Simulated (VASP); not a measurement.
Write the native input for VASP 6.6.1 that does the following.

- Task: single point
- Functional: PBE
- Potentials or basis: VASP PAW PBE potentials, release 64 (Ca_sv, B)
- Cutoff: 520 eV
- k mesh: 12 × 12 × 12
- Occupations: gaussian, width 0.01 eV
- Spin: no spin polarisation
- Dipole correction: no
- Further INCAR settings: ALGO = Normal; EDIFF = 1e-06; NBANDS = 21

The structure of CaB lies in POSCAR:

```
CaB
1.0
    2.2796519350      1.3161576583      4.9355221915
   -2.2796519350      1.3161576583      4.9355221915
    0.0000000000     -2.6323153166      4.9355221915
Ca B
2 2
Direct
    0.2479214489      0.2479214489      0.2479214489
    0.7520785511      0.7520785511      0.7520785511
    0.9483677637      0.9483677637      0.9483677637
    0.0516322363      0.0516322363      0.0516322363
```

The cell was generated, and may not be a known phase.

The input as run:

INCAR

```
SYSTEM = CaB
PREC     = Accurate       ! precision mode
ENCUT    = 520            ! plane-wave cutoff, eV
EDIFF    = 1E-6           ! SCF threshold, eV
ISMEAR   = 0              ! smearing method
SIGMA    = 0.01           ! smearing width, eV
LREAL    = .FALSE.        ! projectors in reciprocal space
LASPH    = .TRUE.         ! aspherical terms in the spheres
NELM     = 80             ! most SCF steps
ALGO     = Normal         ! electronic algorithm
ISIF     = 2              ! what is computed and relaxed
LWAVE    = .FALSE.        ! write WAVECAR
LCHARG   = .FALSE.        ! write CHGCAR
GGA      = PE             ! functional
NBANDS   = 21             ! bands
```

KPOINTS

```
regular mesh
0
G
  12 12 12
  0 0 0
```

Potentials or basis: VASP PAW PBE potentials, release 64 (Ca_sv, B).

Launch:

```console
$ cat potpaw_PBE.64/Ca_sv/POTCAR potpaw_PBE.64/B/POTCAR > POTCAR
$ mpirun -np 1 vasp_std > vasp.out
```

It gave:

```json
{"Pressure": "0.1 GPa", "Largest force": "0.021 eV/Å", "Band gap on the k mesh": "0.28 eV (least direct gap 0.63 eV)"}
```

Wall time 7 min on 1 thread of Intel(R) Xeon(R) Platinum 8259CL CPU @ 2.50GHz (Skylake/Cascade Lake), with other jobs on the host, peak memory 0.48 GiB.
